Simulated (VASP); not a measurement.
Mg, 1 atom in the cell. Symmetry: P6/mmm, No. 191, hexagonal system. The conventional cell has a = 3.050 Å, b = 3.050 Å, c = 3.045 Å, α = 90.00°, β = 90.00°, γ = 120.00°. Within 4.0 Å of Mg (site symmetry 6/mmm) lie 8 Mg at 3.04 to 3.05 Å. 

- Program: VASP 6.6.1
- Task: single point
- Functional: r2SCAN
- Dispersion: D4
- Potentials or basis: VASP PAW PBE potentials, release 64 (Mg)
- Cutoff: 520 eV
- k mesh: 11 × 11 × 9
- Occupations: methfessel-paxton, width 0.1 eV
- Spin: no spin polarisation
- Dipole correction: no
- Further INCAR settings: ALGO = Normal; EDIFF = 1e-06; NBANDS = 7

Potentials or basis: VASP PAW PBE potentials, release 64 (Mg).

Command:

```bash
$ cat potpaw_PBE.64/Mg/POTCAR > POTCAR
$ cp INCAR.step1 INCAR
$ mpirun -np 1 vasp_std > vasp.out
$ cp INCAR.step2 INCAR
$ mpirun -np 1 vasp_std > vasp.out
```

Hardware: 1 thread of Intel Xeon 8259CL, on a shared host.

Task: Estimate the wall time of this run.

Result: It took 53 s on 1 thread of Intel Xeon 8259CL (shared host), peak memory 0.15 GiB. Counts: k points 80.
